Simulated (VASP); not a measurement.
MoS2, 6 atoms in the cell. Symmetry: P6_3/mmc, No. 194, hexagonal system. The conventional cell has a = 3.169 Å, b = 3.169 Å, c = 12.324 Å, α = 90.00°, β = 90.00°, γ = 120.00°. Within 3.2 Å of Mo (site symmetry -6m2) lie 6 S at 2.41 Å and 6 Mo at 3.17 Å. S (site symmetry 3m) has 3 Mo at 2.41 Å and 7 S at 3.13 to 3.17 Å within 3.2 Å. 

- Program: VASP 6.6.1
- Task: relaxation of cell and atoms
- Functional: LDA
- Potentials or basis: VASP PAW LDA potentials, release 64 (Mo_sv, S)
- Cutoff: 600 eV
- k mesh: 8 × 8 × 2
- Occupations: fermi-dirac, width 0.05 eV
- Spin: no spin polarisation
- Dipole correction: no
- Further INCAR settings: ALGO = Normal; EDIFF = 1e-06; IBRION = 2; EDIFFG = -0.01; NSW = 80; ISIF = 3

Potentials or basis: VASP PAW LDA potentials, release 64 (Mo_sv, S).

The run is started by

```bash
$ cat potpaw_LDA.64/Mo_sv/POTCAR potpaw_LDA.64/S/POTCAR > POTCAR
$ mpirun -np 1 vasp_std > vasp.out
```

Hardware: 1 thread of Intel Xeon 8259CL, with other jobs on the host.

Task: How long does it take, and how much memory?

Result: Run time: 15 min on 1 thread of Intel Xeon 8259CL, on a shared host, peak memory 0.26 GiB. Counts: scf iterations 99, k points 20, ion steps 13.
